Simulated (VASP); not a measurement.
# CsSnI3 (Pm-3m) in VASP: a series of runs

Runs on CsSnI3. Level: PBE. Tasks: single point.

All numbers are computed with VASP 6.6.1; they aren't measurements. Logs are shortened: lines on timing, memory, paths and dates and some standing lists are left out, and cuts for length are marked.

## Step 1: The cell of the first run

It takes space group Pm-3m (No. 221, cubic). Conventional cell: a = 6.036 Å, b = 6.036 Å, c = 6.036 Å, α = 90.00°, β = 90.00°, γ = 90.00°. Within 5.6 Å of Cs (site symmetry m-3m) lie 12 I at 4.27 Å and 8 Sn at 5.23 Å. Within 4.0 Å of Sn (site symmetry m-3m) lie 6 I at 3.02 Å. I (site symmetry 4/mmm) has 2 Sn at 3.02 Å within 4.0 Å.

## Step 2: Single point, PBE

Input file INCAR:

```
SYSTEM = CsSnI3
PREC = Accurate
ENCUT = 520
EDIFF = 1E-7
ISMEAR = 0
SIGMA = 0.01
LREAL = .False.
LASPH = .True.
NELM = 60
ALGO = Normal
ISIF = 2
LWAVE = .False.
LCHARG = .True.
GGA = PE
LELF = .True.
LVHAR = .True.
NBANDS = 30
```

Input file KPOINTS:

```
Automatic mesh
0
Gamma
  3 3 3
  0 0 0
```

Input file POSCAR:

```
CsSnI3
1.0
    6.0355944789      0.0000000000      0.0000000000
    0.0000000000      6.0355944789      0.0000000000
    0.0000000000      0.0000000000      6.0355944789
Cs Sn I
1 1 3
Direct
    0.0000000000      0.0000000000      0.0000000000
    0.5000000000      0.5000000000      0.5000000000
    0.0000000000      0.5000000000      0.5000000000
    0.5000000000      0.0000000000      0.5000000000
    0.5000000000      0.5000000000      0.0000000000
```

Potentials or basis: VASP PAW PBE potentials, release 64 (Cs_sv, Sn_d, I).

On the command line:

```
$ cat potpaw_PBE.64/Cs_sv/POTCAR potpaw_PBE.64/Sn_d/POTCAR potpaw_PBE.64/I/POTCAR > POTCAR
$ mpirun -np 1 vasp_std > vasp.out
```

OUTCAR:

```text
SYSTEM = CsSnI3
   PREC = Accurate
   ENCUT = 520
   EDIFF = 1E-7
   ISMEAR = 0
   LREAL = .False.
   LASPH = .True.
   NELM = 60
   ISIF = 2
   GGA = PE

 ion  position               nearest neighbor table
   1  0.000  0.000  0.000-
   2  0.500  0.500  0.500-   3 3.02   4 3.02   5 3.02   5 3.02   4 3.02   3 3.02
   3  0.000  0.500  0.500-   2 3.02   2 3.02
   4  0.500  0.000  0.500-   2 3.02   2 3.02
   5  0.500  0.500  0.000-   2 3.02   2 3.02

  LATTYP: Found a simple cubic cell.
 ALAT       =     6.0355944789

  Lattice vectors:

 A1 = (   6.0355944789,   0.0000000000,   0.0000000000)
 A2 = (   0.0000000000,   6.0355944789,   0.0000000000)
 A3 = (   0.0000000000,   0.0000000000,   6.0355944789)

Analysis of symmetry for initial positions (statically):
=====================================================================
 Subroutine PRICEL returns:
 Original cell was already a primitive cell.

 Routine SETGRP: Setting up the symmetry group for a
 simple cubic supercell.

 Subroutine GETGRP returns: Found 48 space group operations
[... 9 lines left out ...]

 Routine SETGRP: Setting up the symmetry group for a
 simple cubic supercell.

 Subroutine GETGRP returns: Found 48 space group operations
[... 11 lines left out ...]
                                     Primitive cell

  volume of cell :     219.8671

  direct lattice vectors                    reciprocal lattice vectors
     6.035594479  0.000000000  0.000000000     0.165683762  0.000000000  0.000000000
     0.000000000  6.035594479  0.000000000     0.000000000  0.165683762  0.000000000
     0.000000000  0.000000000  6.035594479     0.000000000  0.000000000  0.165683762

  length of vectors
     6.035594479  6.035594479  6.035594479     0.165683762  0.165683762  0.165683762

  position of ions in fractional coordinates (direct lattice)
     0.000000000  0.000000000  0.000000000
     0.500000000  0.500000000  0.500000000
     0.000000000  0.500000000  0.500000000
     0.500000000  0.000000000  0.500000000
     0.500000000  0.500000000  0.000000000

  ion indices of the primitive-cell ions
   primitive index   ion index
                 1           1
                 2           2
                 3           3
                 4           4
                 5           5

[... 47 lines left out ...]
   LASPH  =      T    aspherical Exc in radial PAW
   ENCUT  =  520.0 eV  38.22 Ry    6.18 a.u.  11.22 11.22 11.22*2*pi/ulx,y,z
   NELM   =     60;   NELMIN=  2; NELMDL= -5     # of ELM steps
   EDIFF  = 0.1E-06   stopping-criterion for ELM
   LREAL  =      F    real-space projection
   EDIFFG = 0.1E-05   stopping-criterion for IOM
   NSW    =      0    number of steps for IOM
   IBRION =     -1    ionic relax: 0-MD 1-quasi-New 2-CG
   NFREE  =      0    steps in history (QN), initial steepest desc. (CG)
   ISIF   =      2    stress and relaxation
   ISYM   =      2    0-nonsym 1-usesym 2-fastsym
   POTIM  = 0.5000    time-step for ionic-motion
   TEBEG  =    0.0;   TEEND  =   0.0 temperature during run
   PSTRESS=    0.0 pullay stress
   NELECT =      44.0000    total number of electrons
   NUPDOWN=      -1.0000    fix difference up-down
   EMIN   =  10.00;   EMAX   =-10.00  energy-range for DOS
   EFERMI =   0.00;   METHOD = LEGACY
   ISMEAR =     0;   SIGMA  =   0.01  broadening in eV -4-tet -1-fermi 0-gaus
   EFERMI_NEDOS =   21; number of points for ismear=-14 and -15
   IALGO  =     38    algorithm
   IMIX   =      4    mixing-type and parameters
     AMIX     =   0.40;   BMIX     =  1.00
     AMIX_MAG =   1.60;   BMIX_MAG =  1.00
  volume/ion in A,a.u.               =      43.97       296.75
  Fermi-wavevector in a.u.,A,eV,Ry     =   0.957574  1.809552 12.475834  0.916948
  Thomas-Fermi vector in A             =   2.086604
   LORBIT       =      0    0 simple, 1 ext, 2 COOP (PROOUT), +10 PAW based schemes
   GGA     = PE    functional components
   LHFCALC =     F    Hartree Fock is set to
   AEXX    =    0.0000 exact exchange contribution
   IVDW    =     0    specifies the selected vdW correction
   LEPSILON=     F    determine dielectric tensor
   LRPA    =     F    only Hartree local field effects (RPA)
 non-spin polarized calculation
 Gauss-broadening in eV      SIGMA  =   0.01
  energy-cutoff  :      520.00
  volume of cell :      219.87
 maximum number of plane-waves:      5960
 NGX is ok and might be reduce to    48
   NGX = 23   NGY = 23   NGZ = 23

 number of electron      44.0000013 magnetization

 Free energy of the ion-electron system (eV)
  ---------------------------------------------------
  ext. energy  EPLUGINS =         0.00000000
  ---------------------------------------------------
  free energy    TOTEN  =       -14.08547253 eV

  energy without entropy =      -14.08547253  energy(sigma->0) =      -14.08547253

 E-fermi :   2.2582     XC(G=0):  -7.8753

 val. band max:        2.1490386389   @ k =   0.3333   0.3333   0.3333
 cond. band min:       5.2829717799   @ k =   0.3333   0.3333   0.3333
 fundamental gap:      3.1339331410
 Fermi energy:         2.2582325677

 k-point     1 :       0.0000    0.0000    0.0000
  band No.  band energies     occupation
      1     -18.7331      2.00000
      2     -18.3760      2.00000
      3     -18.3760      2.00000
      4     -18.3414      2.00000
      5     -18.3414      2.00000
      6     -18.3414      2.00000
[... 121 lines left out ...]
     29       8.0160      0.00000
     30       8.6809      0.00000

------------------------ aborting loop because EDIFF is reached ----------------------------------------

  FORCE on cell =-STRESS in cart. coord.  units (eV):
  Direction    XX          YY          ZZ          XY          YZ          ZX
  --------------------------------------------------------------------------------------
  -------------------------------------------------------------------------------------
  Total        2.7407254      2.7407254      2.7407254      0.0000000     -0.0000000     -0.0000000
  in kB       19.9717424     19.9717424     19.9717424      0.0000000     -0.0000000     -0.0000000
  external PRESSURE =      19.9717424 kB  Pullay stress =       0.0000000 kB

 VOLUME and BASIS-vectors are now :
 -----------------------------------------------------------------------------
  energy-cutoff  :      520.00
  volume of cell :      219.87
      direct lattice vectors                 reciprocal lattice vectors
     6.035594479  0.000000000  0.000000000     0.165683762  0.000000000  0.000000000
     0.000000000  6.035594479  0.000000000     0.000000000  0.165683762  0.000000000
     0.000000000  0.000000000  6.035594479     0.000000000  0.000000000  0.165683762

 POSITION                                       TOTAL-FORCE (eV/Angst)
 -----------------------------------------------------------------------------------
      0.00000      0.00000      0.00000         0.000000      0.000000      0.000000
      3.01780      3.01780      3.01780         0.000000      0.000000      0.000000
      0.00000      3.01780      3.01780         0.000000      0.000000      0.000000
      3.01780      0.00000      3.01780         0.000000      0.000000      0.000000
      3.01780      3.01780      0.00000         0.000000      0.000000      0.000000
 -----------------------------------------------------------------------------------
    total drift:                                0.000000     -0.000000     -0.000000

  FREE ENERGIE OF THE ION-ELECTRON SYSTEM (eV)
  ---------------------------------------------------
  free  energy   TOTEN  =       -14.0854725262 eV

  energy  without entropy=      -14.0854725262  energy(sigma->0) =      -14.08547253
```

OSZICAR:

```text
N       E                     dE             d eps       ncg     rms          rms(c)
DAV:   1     0.355217798821E+03    0.35522E+03   -0.18432E+04   240   0.137E+03
DAV:   2     0.312786219210E+02   -0.32394E+03   -0.30926E+03   272   0.293E+02
DAV:   3    -0.123873874306E+02   -0.43666E+02   -0.43213E+02   278   0.114E+02
DAV:   4    -0.141813479716E+02   -0.17940E+01   -0.17905E+01   292   0.270E+01
DAV:   5    -0.142352397585E+02   -0.53892E-01   -0.53889E-01   364   0.454E+00    0.544E+00
DAV:   6    -0.140911465398E+02    0.14409E+00   -0.25239E-01   316   0.271E+00    0.357E+00
DAV:   7    -0.140854652542E+02    0.56813E-02   -0.22928E-01   314   0.198E+00    0.775E-01
DAV:   8    -0.140848289595E+02    0.63629E-03   -0.35378E-02   276   0.117E+00    0.328E-01
DAV:   9    -0.140852817988E+02   -0.45284E-03   -0.20703E-03   292   0.328E-01    0.624E-02
DAV:  10    -0.140854347169E+02   -0.15292E-03   -0.28983E-04   322   0.804E-02    0.318E-02
DAV:  11    -0.140854781393E+02   -0.43422E-04   -0.22276E-04   294   0.105E-01    0.419E-02
DAV:  12    -0.140854745857E+02    0.35536E-05   -0.20917E-05   300   0.241E-02    0.278E-02
DAV:  13    -0.140854731773E+02    0.14083E-05   -0.25868E-06   300   0.932E-03    0.132E-02
DAV:  14    -0.140854721985E+02    0.97882E-06   -0.22567E-06   308   0.113E-02    0.195E-03
DAV:  15    -0.140854723276E+02   -0.12912E-06   -0.26715E-07   274   0.264E-03    0.374E-03
DAV:  16    -0.140854725169E+02   -0.18931E-06   -0.53368E-08   178   0.190E-03    0.396E-04
DAV:  17    -0.140854725262E+02   -0.92537E-08   -0.15859E-08   150   0.684E-04
   1 F= -.14085473E+02 E0= -.14085473E+02  d E =-.275966E-54
```

Wall time 21 s (1 thread of Intel Xeon 6975P-C (Granite Rapids), shared host); peak memory 0.32 GiB.

Results:

| Property | Result |
| --- | --- |
| Free energy | -14.0855 eV |
| Pressure | 2.0 GPa |
| Band gap on the k mesh | 3.13 eV, direct |

Levels at points of the mesh, in eV from the valence-band top:
```csv
k point,band 18,band 19,band 20,band 21,band 22,band 23,band 24,band 25,band 26,band 27
"(0.00, 0.00, 0.00)",-1.11,-1.11,-0.89,-0.89,-0.89,3.60,4.33,4.33,4.67,4.67
```

Caveat: spin-orbit coupling is left out, which moves the levels of the heavy elements. A k mesh can miss the band edges.

## Step 3: Single point, PBE

This run uses another cell than the first one, of 45.25 Å³/atom, 1.029 times its volume.

Edit INCAR of step 2 so:

```diff
@@ -8,3 +8,3 @@
 LASPH = .True.
-NELM = 60
+NELM = 100
 ALGO = Normal
```

Input file KPOINTS:

```
regular mesh
0
Gamma
  3 3 3
  0 0 0
```

Edit POSCAR of step 2 so:

```diff
@@ -2,5 +2,5 @@
 1.0
-    6.0355944789      0.0000000000      0.0000000000
-    0.0000000000      6.0355944789      0.0000000000
-    0.0000000000      0.0000000000      6.0355944789
+    6.0933548734      0.0000000000      0.0000000000
+    0.0000000000      6.0933548734      0.0000000000
+    0.0000000000      0.0000000000      6.0933548734
 Cs Sn I
```

Potentials or basis: VASP PAW PBE potentials, release 64 (Cs_sv, Sn_d, I).

On the command line:

```
$ cat potpaw_PBE.64/Cs_sv/POTCAR potpaw_PBE.64/Sn_d/POTCAR potpaw_PBE.64/I/POTCAR > POTCAR
$ mpirun -np 1 vasp_std > vasp.out
```

OUTCAR:

```text
SYSTEM = CsSnI3
   PREC = Accurate
   ENCUT = 520
   EDIFF = 1E-7
   ISMEAR = 0
   LREAL = .False.
   LASPH = .True.
   NELM = 100
   ISIF = 2
   GGA = PE

 ion  position               nearest neighbor table
   1  0.000  0.000  0.000-
   2  0.500  0.500  0.500-   3 3.05   4 3.05   5 3.05   5 3.05   4 3.05   3 3.05
   3  0.000  0.500  0.500-   2 3.05   2 3.05
   4  0.500  0.000  0.500-   2 3.05   2 3.05
   5  0.500  0.500  0.000-   2 3.05   2 3.05

  LATTYP: Found a simple cubic cell.
 ALAT       =     6.0933548734

  Lattice vectors:

 A1 = (   6.0933548734,   0.0000000000,   0.0000000000)
 A2 = (   0.0000000000,   6.0933548734,   0.0000000000)
 A3 = (   0.0000000000,   0.0000000000,   6.0933548734)

Analysis of symmetry for initial positions (statically):
=====================================================================
 Subroutine PRICEL returns:
 Original cell was already a primitive cell.

 Routine SETGRP: Setting up the symmetry group for a
 simple cubic supercell.

[... 150 lines left out ...]
  energy without entropy =      -14.15179115  energy(sigma->0) =      -14.15179115

 E-fermi :   1.9863     XC(G=0):  -7.7542

 val. band max:        1.8686371437   @ k =   0.3333   0.3333   0.3333
 cond. band min:       4.9858814536   @ k =   0.3333   0.3333   0.3333
 fundamental gap:      3.1172443098
 Fermi energy:         1.9862791982

 k-point     1 :       0.0000    0.0000    0.0000
  band No.  band energies     occupation
      1     -18.9794      2.00000
      2     -18.6428      2.00000
      3     -18.6428      2.00000
      4     -18.6135      2.00000
      5     -18.6135      2.00000
      6     -18.6135      2.00000
[... 121 lines left out ...]
     29       7.7542      0.00000
     30       8.4297      0.00000

------------------------ aborting loop because EDIFF is reached ----------------------------------------

  FORCE on cell =-STRESS in cart. coord.  units (eV):
  Direction    XX          YY          ZZ          XY          YZ          ZX
  --------------------------------------------------------------------------------------
  -------------------------------------------------------------------------------------
  Total        1.8789216      1.8789216      1.8789216      0.0000000     -0.0000000      0.0000000
  in kB       13.3060705     13.3060705     13.3060705      0.0000000     -0.0000000      0.0000000
  external PRESSURE =      13.3060705 kB  Pullay stress =       0.0000000 kB

 VOLUME and BASIS-vectors are now :
 -----------------------------------------------------------------------------
  energy-cutoff  :      520.00
  volume of cell :      226.24
      direct lattice vectors                 reciprocal lattice vectors
     6.093354873  0.000000000  0.000000000     0.164113205  0.000000000  0.000000000
     0.000000000  6.093354873  0.000000000     0.000000000  0.164113205  0.000000000
     0.000000000  0.000000000  6.093354873     0.000000000  0.000000000  0.164113205

 POSITION                                       TOTAL-FORCE (eV/Angst)
 -----------------------------------------------------------------------------------
      0.00000      0.00000      0.00000         0.000000      0.000000      0.000000
      3.04668      3.04668      3.04668         0.000000      0.000000      0.000000
      0.00000      3.04668      3.04668         0.000000      0.000000      0.000000
      3.04668      0.00000      3.04668         0.000000      0.000000      0.000000
      3.04668      3.04668      0.00000         0.000000      0.000000      0.000000
 -----------------------------------------------------------------------------------
    total drift:                                0.000000     -0.000000     -0.000000

  FREE ENERGIE OF THE ION-ELECTRON SYSTEM (eV)
  ---------------------------------------------------
  free  energy   TOTEN  =       -14.1517911506 eV

  energy  without entropy=      -14.1517911506  energy(sigma->0) =      -14.15179115
```

stdout:

```text
POSCAR found type information on POSCAR CsSnI
 POSCAR found :  3 types and       5 ions
 scaLAPACK will be used
 LDA part: xc-table for (Slater+PW92), standard interpolation
 POSCAR, INCAR and KPOINTS ok, starting setup
 FFT: planning ... GRIDC
 FFT: planning ... GRID_SOFT
 FFT: planning ... GRID
 WAVECAR not read
 entering main loop
```

Wall time 23 s (1 thread of Intel Xeon 6975P-C (Granite Rapids), shared host); peak memory 0.33 GiB.

What came out:

```yaml
Free_energy: -14.1518 eV
Pressure: 1.3 GPa
Band_gap_on_the_k_mesh: 3.12 eV, direct
```

Levels at points of the mesh, in eV from the valence-band top:
```
           k point  band 19  band 20  band 21  band 22  band 23  band 24  band 25  band 26
(0.00, 0.00, 0.00)    -1.01    -0.81    -0.81    -0.81     3.63     4.44     4.44     4.78
```

Caveat: spin-orbit coupling is left out, which moves the levels of the heavy elements.

## Step 4: Single point, PBE

This run uses another cell than the first one, of 46.52 Å³/atom, 1.058 times its volume.

Input file INCAR:

```
PREC     = Accurate       # precision mode
ENCUT    = 520            # plane-wave cutoff, eV
EDIFF    = 1E-6           # SCF threshold, eV
ISMEAR   = 0              # smearing method
SIGMA    = 0.01           # smearing width, eV
LREAL    = False          # projectors in reciprocal space
LASPH    = True           # aspherical terms in the spheres
NELM     = 80             # most SCF steps
ALGO     = Normal         # electronic algorithm
ISIF     = 2              # what is computed and relaxed
LWAVE    = False          # write WAVECAR
LCHARG   = False          # write CHGCAR
GGA      = PE             # functional
NBANDS   = 30             # bands
```

Input file KPOINTS:

```
Automatic mesh
0
Gamma
  3 3 3
```

Edit POSCAR of step 3 so:

```diff
@@ -2,5 +2,5 @@
 1.0
-    6.0933548734      0.0000000000      0.0000000000
-    0.0000000000      6.0933548734      0.0000000000
-    0.0000000000      0.0000000000      6.0933548734
+    6.1500404995      0.0000000000      0.0000000000
+    0.0000000000      6.1500404995      0.0000000000
+    0.0000000000      0.0000000000      6.1500404995
 Cs Sn I
```

On the command line:

```
$ cat potpaw_PBE.64/Cs_sv/POTCAR potpaw_PBE.64/Sn_d/POTCAR potpaw_PBE.64/I/POTCAR > POTCAR
$ mpirun -np 1 vasp_std > vasp.out
```

Run time: 21 s. Hardware: 1 thread of Intel Xeon 6975P-C (Granite Rapids), shared host; peak memory 0.32 GiB.

It converged, with:

```
Free energy            : -14.1935 eV
Pressure               : 0.8 GPa
Band gap on the k mesh : 3.10 eV, direct
```

Levels at points of the mesh, in eV from the valence-band top:
```
           k point  band 18  band 19  band 20  band 21  band 22  band 23  band 24  band 25  band 26  band 27
(0.00, 0.00, 0.00)    -0.91    -0.91    -0.74    -0.74    -0.74     3.67     4.54     4.54     4.88     4.88
```

Caveat: spin-orbit coupling is left out, which moves the levels of the heavy elements.

## Step 5: The runs side by side

| cell | gap on the mesh (eV) | pressure (GPa) |
| --- | --- | --- |
| a = 6.036 Å, 5 atoms | 3.13 | 2.0 |
| a = 6.093 Å, 5 atoms | 3.12 | 1.3 |
| a = 6.150 Å, 5 atoms | 3.10 | 0.8 |

Alike in all rows: task single point; level PBE; potentials or basis VASP PAW PBE potentials, release 64 (Cs_sv, Sn_d, I); no spin polarisation; k mesh 3 × 3 × 3; cutoff (eV) 520; smearing gaussian 0.01 eV.

Caveats: spin-orbit coupling is left out, which moves the levels of the heavy elements.

Total energies depend on the potentials used, so only differences within one code and one set of settings carry meaning.
